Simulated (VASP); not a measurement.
BN, 2 atoms in the cell. The structure is cubic, space group F-43m (No. 216). Conventional cell: a = 3.606 Å, b = 3.606 Å, c = 3.606 Å, α = 90.00°, β = 90.00°, γ = 90.00°. Within 2.1 Å of B (site symmetry -43m) lie 4 N at 1.56 Å. Within 2.1 Å of N (site symmetry -43m) lie 4 B at 1.56 Å. 

* Program: VASP 6.6.1
* Task: relaxation of cell and atoms
* Functional: PBEsol
* Potentials or basis: VASP PAW PBE potentials, release 64 (B, N)
* Cutoff: 600 eV
* k mesh: 12 × 12 × 12
* Occupations: gaussian, width 0.01 eV
* Spin: no spin polarisation
* Target pressure: 6 GPa
* Dipole correction: no
* Further INCAR settings: ALGO = Normal; EDIFF = 1e-07; IBRION = 2; EDIFFG = -0.001; NSW = 80; ISIF = 3

Potentials or basis: VASP PAW PBE potentials, release 64 (B, N).

Run with:

```bash
$ cat potpaw_PBE.64/B/POTCAR potpaw_PBE.64/N/POTCAR > POTCAR
$ mpirun -np 1 vasp_std > vasp.out
```

Hardware: 1 thread of Intel Xeon 8259CL, with other jobs on the host.

Task: How long does it take, and how much memory?

Result: It took 22 s on 1 thread of Intel Xeon 8259CL, on a shared host, peak memory 0.12 GiB. Counts: scf iterations 26, k points 72, ion steps 3.
